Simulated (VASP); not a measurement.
Runs of VASP 6.6.1 on C. Symmetry: Fd-3m, No. 227, cubic system. The conventional cell has a = 3.567 Å, b = 3.567 Å, c = 3.567 Å, α = 90.00°, β = 90.00°, γ = 90.00°. Within 2.1 Å of C (site symmetry -43m) lie 4 C at 1.54 Å. 

```tsv
potentials or basis	k mesh	cutoff (eV)	second run	gap on the mesh (eV)	pressure (GPa)
VASP PAW PBE potentials, release 64 (C)	8 × 8 × 8	520	-	4.00	-3.8
VASP PAW PBE potentials, release 64 (C_h)	10 × 10 × 10	910	hard_potentials	4.04	-4.8
VASP PAW PBE potentials, release 64 (C_h)	14 × 14 × 14	910	hard_potentials	4.01	-4.8
VASP PAW PBE potentials, release 64 (C_h)	6 × 6 × 6	910	hard_potentials	4.04	-4.8
VASP PAW PBE potentials, release 64 (C)	6 × 6 × 6	520	-	4.03	(a)
VASP PAW PBE potentials, release 64 (C)	10 × 10 × 10	520	-	4.04	-3.8
VASP PAW PBE potentials, release 64 (C_h)	8 × 8 × 8	910	hard_potentials	4.01	-4.8
VASP PAW PBE potentials, release 64 (C)	14 × 14 × 14	520	-	4.01	-3.8
```

Alike in all rows: task single point; level PBEsol; no spin polarisation; cell as given; smearing gaussian 0.01 eV.

Task: Estimate the missing entries.

Result: (a) -3.7.

Caveats: some runs use coarse meshes; the PAW data sets were made with another functional, which shifts forces and pressure a little; the cutoff is under 1.25 times the usual one of these potentials, so pressure, stress and relaxed cells hold a basis-set (Pulay) error (some runs).

A k mesh can miss the band edges.
